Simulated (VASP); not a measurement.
A run of VASP 6.6.1 is set up as follows.

File INCAR:

```
PREC = Accurate ; ENCUT = 520
EDIFF = 1E-6 ; ISMEAR = 0
SIGMA = 0.05 ; LREAL = F
LASPH = T ; NELM = 150
ALGO = Normal ; ISIF = 2
LWAVE = F ; LCHARG = F
ISPIN = 2 ; MAGMOM = 0 0 0.05
LORBIT = 11 ; LMAXMIX = 4
GGA = RE ; NBANDS = 20
```

KPOINTS

```
Automatic mesh
0
Gamma
  8 8 8
```

File POSCAR:

```
Si2Ni
1.0
    0.0000000000      2.6970642344      2.6970642344
    2.6970642344      0.0000000000      2.6970642344
    2.6970642344      2.6970642344      0.0000000000
Si Ni
2 1
Direct
    0.2500000000      0.2500000000      0.2500000000
    0.7500000000      0.7500000000      0.7500000000
    0.0000000000      0.0000000000      0.0000000000
```

Potentials or basis: VASP PAW PBE potentials, release 64 (Si, Ni).

Launch:

```sh
$ cat potpaw_PBE.64/Si/POTCAR potpaw_PBE.64/Ni/POTCAR > POTCAR
$ mpirun -np 1 vasp_std > vasp.out
```

**Question.** Estimate the pressure.

**Answer.** 5.7 GPa.

**Question.** Predict the net moment.

**Answer.** 0.00 μB per cell.

**Question.** What does it give for the band gap on the k mesh?

**Answer.** Zero (filled and empty bands overlap).

Caveat: the cell stands under pressure; the PAW data sets were made with another functional, which shifts forces and pressure a little.
